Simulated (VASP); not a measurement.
# Al (P6_3/mmc) in VASP: a series of runs

Al is run at these levels: PBE+D3(BJ); tasks: single point.

Program: VASP 6.6.1. These are calculated values, not measurements. Logs are shortened: lines on timing, memory, paths and dates and some standing lists are left out, and cuts for length are marked.

### Step 1. The cell of the first run

It takes space group P6_3/mmc (No. 194, hexagonal). Conventional cell: a = 2.755 Å, b = 2.755 Å, c = 9.646 Å, α = 90.00°, β = 90.00°, γ = 120.00°. Within 3.6 Å of Al (site symmetry -3m) lie 12 Al at 2.76 to 2.89 Å. Within 3.6 Å of Al (site symmetry -6m2) lie 12 Al at 2.76 to 2.89 Å.

This isn't the form of Al at room conditions, which is fcc.

### Step 2. Single point, PBE+D3(BJ) (15.85 Å³/atom)

INCAR

```
SYSTEM = Al
PREC = Accurate ; ENCUT = 520
EDIFF = 1E-6 ; ISMEAR = 0
SIGMA = 0.15 ; LREAL = .FALSE.
LASPH = .TRUE. ; NELM = 60
ALGO = Normal ; ISIF = 2
LWAVE = .FALSE. ; LCHARG = .FALSE.
GGA = PE ; IVDW = 12
NBANDS = 14
```

KPOINTS

```
regular mesh
0
G
  18 18 6
  0 0 0
```

POSCAR

```
Al
1.0
    2.7552382085      0.0000000000      0.0000000000
   -1.3776191042      2.3861062820      0.0000000000
    0.0000000000      0.0000000000      9.6455379202
Al
4
Direct
    0.0000000000      0.0000000000      0.0000000000
    0.3333333333      0.6666666667      0.2500000000
    0.0000000000      0.0000000000      0.5000000000
    0.6666666667      0.3333333333      0.7500000000
```

Potentials or basis: VASP PAW PBE potentials, release 64 (Al).

Command:

```bash
cat potpaw_PBE.64/Al/POTCAR > POTCAR
mpirun -np 1 vasp_std > vasp.out
```

OUTCAR:

```text
SYSTEM = Al
   PREC = Accurate
   ENCUT = 520
   EDIFF = 1E-6
   ISMEAR = 0
   LREAL = .FALSE.
   LASPH = .TRUE.
   NELM = 60
   ISIF = 2
   GGA = PE
   IVDW = 12
 IVDW          = 12

 ion  position               nearest neighbor table
   1  0.000  0.000  0.000-   2 2.89   4 2.89   2 2.89   4 2.89   4 2.89   2 2.89
   2  0.333  0.667  0.250-   1 2.89   3 2.89   1 2.89   3 2.89   1 2.89   3 2.89
   3  0.000  0.000  0.500-   2 2.89   4 2.89   2 2.89   4 2.89   4 2.89   2 2.89
   4  0.667  0.333  0.750-   1 2.89   3 2.89   1 2.89   3 2.89   1 2.89   3 2.89

  LATTYP: Found a hexagonal cell.
 ALAT       =     2.7552382085
 C/A-ratio  =     3.5008000000

  Lattice vectors:

 A1 = (   2.7552382085,   0.0000000000,   0.0000000000)
 A2 = (  -1.3776191042,   2.3861062820,   0.0000000000)
 A3 = (   0.0000000000,   0.0000000000,   9.6455379202)

Analysis of symmetry for initial positions (statically):
=====================================================================
 Subroutine PRICEL returns:
 Original cell was already a primitive cell.

 Routine SETGRP: Setting up the symmetry group for a
 hexagonal supercell.

 Subroutine GETGRP returns: Found 24 space group operations
 (whereof 12 operations were pure point group operations)
 out of a pool of 24 trial point group operations.

The static configuration has the point symmetry D_3d.
 The point group associated with its full space group is D_6h.

Analysis of symmetry for dynamics (positions and initial velocities):
=====================================================================
 Subroutine PRICEL returns:
 Original cell was already a primitive cell.

 Routine SETGRP: Setting up the symmetry group for a
 hexagonal supercell.

 Subroutine GETGRP returns: Found 24 space group operations
 (whereof 12 operations were pure point group operations)
 out of a pool of 24 trial point group operations.

The dynamic configuration has the point symmetry D_3d.
 The point group associated with its full space group is D_6h.

 Subroutine INISYM returns: Found 24 space group operations
 (whereof 12 operations are pure point group operations),
 and found     1 'primitive' translations

----------------------------------------------------------------------------------------

                                     Primitive cell

  volume of cell :      63.4126

  direct lattice vectors                    reciprocal lattice vectors
     2.755238208  0.000000000  0.000000000     0.362945025  0.209546408  0.000000000
    -1.377619104  2.386106282  0.000000000     0.000000000  0.419092816  0.000000000
     0.000000000  0.000000000  9.645537920     0.000000000  0.000000000  0.103674881

  length of vectors
     2.755238208  2.755238208  9.645537920     0.419092816  0.419092816  0.103674881

  position of ions in fractional coordinates (direct lattice)
     0.000000000  0.000000000  0.000000000
     0.333333333  0.666666667  0.250000000
     0.000000000  0.000000000  0.500000000
     0.666666667  0.333333333  0.750000000

  ion indices of the primitive-cell ions
   primitive index   ion index
                 1           1
                 2           2
                 3           3
                 4           4

----------------------------------------------------------------------------------------

 KPOINTS: regular mesh

Automatic generation of k-mesh.
 Grid dimensions read from file:
 generate k-points for:   18   18    6

 Generating k-lattice:

  Cartesian coordinates                     Fractional coordinates (reciprocal lattice)
     0.020163612  0.011641467  0.000000000     0.055555556 -0.000000000  0.000000000
     0.000000000  0.023282934  0.000000000     0.000000000  0.055555556  0.000000000
     0.000000000  0.000000000  0.017279147     0.000000000  0.000000000  0.166666667

  Length of vectors
     0.023282934  0.023282934  0.017279147

  Shift w.r.t. Gamma in fractional coordinates (k-lattice)
     0.000000000  0.000000000  0.000000000

 Subroutine IBZKPT returns following result:
 ===========================================

 Found    148 irreducible k-points:

 Following reciprocal coordinates:
            Coordinates               Weight
  0.000000  0.000000  0.000000      1.000000
  0.055556  0.000000  0.000000      6.000000
  0.111111  0.000000  0.000000      6.000000
  0.166667 -0.000000  0.000000      6.000000
  0.222222 -0.000000  0.000000      6.000000
  0.277778  0.000000  0.000000      6.000000
[... 16 lines left out ...]
  0.333333  0.111111  0.000000     12.000000
  0.388889  0.111111  0.000000     12.000000
 [... further k-points ...]
   k-points           NKPTS =    148   k-points in BZ     NKDIM =    148   number of bands    NBANDS=     14
   number of dos      NEDOS =    301   number of ions     NIONS =      4
   total plane-waves  NPLWV =  28800
   dimension x,y,z NGX =    20 NGY =   20 NGZ =   72
   dimension x,y,z NGXF=    40 NGYF=   40 NGZF=  144
   ions per type =               4
   NGX,Y,Z   is equivalent  to a cutoff of  12.07, 12.07, 12.41 a.u.
   NGXF,Y,Z  is equivalent  to a cutoff of  24.14, 24.14, 24.82 a.u.
 SYSTEM =  Al
   PREC   = accura    normal or accurate (medium, high low for compatibility)
   ISTART =      0    job   : 0-new  1-cont  2-samecut
   ICHARG =      2    charge: 1-file 2-atom 10-const
   ISPIN  =      1    spin polarized calculation?
   LNONCOLLINEAR =      F non collinear calculations
   LSORBIT =      F    spin-orbit coupling
   LASPH  =      T    aspherical Exc in radial PAW
   ENCUT  =  520.0 eV  38.22 Ry    6.18 a.u.   5.12  5.12 17.93*2*pi/ulx,y,z
   NELM   =     60;   NELMIN=  2; NELMDL= -5     # of ELM steps
   EDIFF  = 0.1E-05   stopping-criterion for ELM
   LREAL  =      F    real-space projection
   EDIFFG = 0.1E-04   stopping-criterion for IOM
   NSW    =      0    number of steps for IOM
   IBRION =     -1    ionic relax: 0-MD 1-quasi-New 2-CG
   NFREE  =      0    steps in history (QN), initial steepest desc. (CG)
   ISIF   =      2    stress and relaxation
   ISYM   =      2    0-nonsym 1-usesym 2-fastsym
   POTIM  = 0.5000    time-step for ionic-motion
   TEBEG  =    0.0;   TEEND  =   0.0 temperature during run
   PSTRESS=    0.0 pullay stress
   NELECT =      12.0000    total number of electrons
   NUPDOWN=      -1.0000    fix difference up-down
   EMIN   =  10.00;   EMAX   =-10.00  energy-range for DOS
   EFERMI =   0.00;   METHOD = LEGACY
   ISMEAR =     0;   SIGMA  =   0.15  broadening in eV -4-tet -1-fermi 0-gaus
   EFERMI_NEDOS =   21; number of points for ismear=-14 and -15
   IALGO  =     38    algorithm
   IMIX   =      4    mixing-type and parameters
     AMIX     =   0.40;   BMIX     =  1.00
     AMIX_MAG =   1.60;   BMIX_MAG =  1.00
  volume/ion in A,a.u.               =      15.85       106.98
  Fermi-wavevector in a.u.,A,eV,Ry     =   0.939889  1.776134 12.019281  0.883392
  Thomas-Fermi vector in A             =   2.067247
   LORBIT       =      0    0 simple, 1 ext, 2 COOP (PROOUT), +10 PAW based schemes
   GGA     = PE    functional components
   LHFCALC =     F    Hartree Fock is set to
   AEXX    =    0.0000 exact exchange contribution
   IVDW    =    12    specifies the selected vdW correction
   LEPSILON=     F    determine dielectric tensor
   LRPA    =     F    only Hartree local field effects (RPA)
 non-spin polarized calculation
 Gauss-broadening in eV      SIGMA  =   0.15
  energy-cutoff  :      520.00
  volume of cell :       63.41
 maximum number of plane-waves:      1730
   NGX = 11   NGY = 11   NGZ = 35

 number of electron      12.0000000 magnetization

 Free energy of the ion-electron system (eV)
  ---------------------------------------------------
  ext. energy  EPLUGINS =         0.00000000
  ---------------------------------------------------
  free energy    TOTEN  =       -14.86218317 eV

  energy without entropy =      -14.84411820  energy(sigma->0) =      -14.85315068

 E-fermi :   8.4036     XC(G=0): -10.3400

 val. band max:        8.3858297617   @ k =   0.3889   0.0556   0.3333
 cond. band min:       8.4089737554   @ k =   0.1111   0.0556   0.3333
 fundamental gap:      0.0231439938
 Fermi energy:         8.4035607161

 k-point     1 :       0.0000    0.0000    0.0000
  band No.  band energies     occupation
      1      -2.9950      2.00000
      2      -1.4171      2.00000
      3      -1.4120      2.00000
      4       3.1354      2.00000
      5       3.3219      2.00000
      6      10.6724      0.00000
      7      10.6788      0.00000
      8      19.6610      0.00000
      9      20.5090      0.00000
     10      20.5090      0.00000
     11      20.5283      0.00000
     12      20.5283      0.00000
     13      20.9752      0.00000
     14      21.3760      0.00000

 k-point     2 :       0.0556    0.0000    0.0000
  band No.  band energies     occupation
      1      -2.9147      2.00000
      2      -1.3377      2.00000
      3      -1.3326      2.00000
      4       3.2138      2.00000
      5       3.3966      2.00000
      6      10.7410      0.00000
      7      10.7484      0.00000
      8      18.6473      0.00000
      9      19.3801      0.00000
     10      19.4968      0.00000
     11      19.9552      0.00000
     12      20.1386      0.00000
     13      20.6448      0.00000
     14      20.6704      0.00000
[... 343 lines left out ...]
      1       1.1108      2.00000
      2       2.6370      2.00000
      3       2.6389      2.00000
      4       6.2679      2.00000
      5       7.1501      2.00000
      6       7.3719      2.00000
      7       8.2106      1.93108
      8       8.3626      1.30072
      9      11.6384      0.00000
     10      12.5888      0.00000
     11      12.8560      0.00000
     12      13.2746      0.00000
     13      13.7623      0.00000
     14      14.9611      0.00000

 k-point    24 :       0.3889    0.1111    0.0000
  band No.  band energies     occupation
      1       2.2689      2.00000
      2       3.7599      2.00000
      3       3.7640      2.00000
      4       4.9804      2.00000
      5       6.5375      2.00000
      6       6.5649      2.00000
      7       8.3760      1.20524
      8       8.4371      0.75188
      9      10.6938      0.00000
     10      11.0639      0.00000
     11      12.3086      0.00000
     12      13.2044      0.00000
     13      13.5494      0.00000
     14      15.7702      0.00000

 [... further k-points ...]

------------------------ aborting loop because EDIFF is reached ----------------------------------------

 Edisp (eV)   -1.40289

 E8    (eV) :    -0.6279

  FORCE on cell =-STRESS in cart. coord.  units (eV):
  Direction    XX          YY          ZZ          XY          YZ          ZX
  --------------------------------------------------------------------------------------
  -------------------------------------------------------------------------------------
  Total       0.91800     0.91800    -1.17426     0.00000     0.00000     0.00000
  in kB      23.19422    23.19422   -29.66879     0.00000     0.00000     0.00000
  external pressure =        5.57 kB  Pullay stress =        0.00 kB

 VOLUME and BASIS-vectors are now :
 -----------------------------------------------------------------------------
  energy-cutoff  :      520.00
  volume of cell :       63.41
      direct lattice vectors                 reciprocal lattice vectors
     2.755238208  0.000000000  0.000000000     0.362945025  0.209546408  0.000000000
    -1.377619104  2.386106282  0.000000000     0.000000000  0.419092816  0.000000000
     0.000000000  0.000000000  9.645537920     0.000000000  0.000000000  0.103674881

 POSITION                                       TOTAL-FORCE (eV/Angst)
 -----------------------------------------------------------------------------------
      0.00000      0.00000      0.00000        -0.000000      0.000000     -0.000000
     -0.00000      1.59074      2.41138         0.000000      0.000000      0.000000
      0.00000      0.00000      4.82277        -0.000000      0.000000     -0.000000
      1.37762      0.79537      7.23415         0.000000      0.000000      0.000000
 -----------------------------------------------------------------------------------
    total drift:                               -0.000000      0.000000     -0.000000

  FREE ENERGIE OF THE ION-ELECTRON SYSTEM (eV)
  ---------------------------------------------------
  free  energy   TOTEN  =       -16.2650769461 eV

  energy  without entropy=      -16.2470119724  energy(sigma->0) =      -16.25604446
```

Run time: 74 s. Hardware: 1 thread of Intel Xeon 8259CL, shared host; peak memory 0.24 GiB.

Results:

```
Free energy                : -16.2651 eV
Pressure                   : 0.6 GPa
Band gap on the k mesh     : zero (bands 6 and 7 overlap by 4.53 eV)
Dispersion energy per atom : -0.351 eV
```

Stress tensor (GPa, compression positive):
```
 2.32  0.00  0.00
 0.00  2.32  0.00
 0.00  0.00 -2.97
```

Caveat: the stress differs along the axes, from -3 to 2 GPa.

### Step 3. Single point, PBE+D3(BJ)

This run uses another cell than the first one, of the same volume but with other edges.

INCAR

```
SYSTEM = Al
ALGO = Normal
EDIFF = 1E-7
ENCUT = 520
GGA = PE
ISIF = 2
ISMEAR = 0
IVDW = 12
LASPH = .True.
LCHARG = .False.
LREAL = .False.
LWAVE = .False.
NBANDS = 14
NELM = 60
PREC = Accurate
SIGMA = 0.15
```

KPOINTS

```
k-points
0
Gamma
  18 18 6
  0 0 0
```

POSCAR

```
Al
1.0
    2.8147782360      0.0000000000      0.0000000000
   -1.4073891180      2.4376694584      0.0000000000
    0.0000000000      0.0000000000      9.2417962341
Al
4
Direct
    0.0000000000      0.0000000000      0.0000000000
    0.3333333333      0.6666666667      0.2500000000
    0.0000000000      0.0000000000      0.5000000000
    0.6666666667      0.3333333333      0.7500000000
```

Potentials or basis: VASP PAW PBE potentials, release 64 (Al).

Command:

```bash
cat potpaw_PBE.64/Al/POTCAR > POTCAR
mpirun -np 1 vasp_std > vasp.out
```

It took 1.7 min on 1 thread of Intel Xeon 8259CL, shared host; peak memory 0.25 GiB.

Results (log left out):

```
Free energy                : -16.3146 eV
Pressure                   : 0.0 GPa
Band gap on the k mesh     : zero (bands 6 and 7 overlap by 5.51 eV)
Dispersion energy per atom : -0.351 eV
```

Levels at points of the mesh, in eV from the Fermi level:
```
           k point  band 3  band 4  band 5  band 6  band 7  band 8  band 9  band 10
(0.00, 0.00, 0.00)   -9.68   -4.77   -4.49    3.43    3.44   11.07   11.07    11.21
(0.50, 0.00, 0.00)   -4.01   -3.96   -3.35   -3.28    0.82    1.26    1.35     1.69
(0.00, 0.00, 0.50)   -7.56   -7.56   -0.95   -0.95    8.38    8.38   11.41    11.41
(0.50, 0.00, 0.50)   -4.88   -4.88   -1.89   -1.89   -1.21   -1.21    4.66     4.66
```

The gap in the log of VASP goes by the Fermi energy; the results here count the filled bands.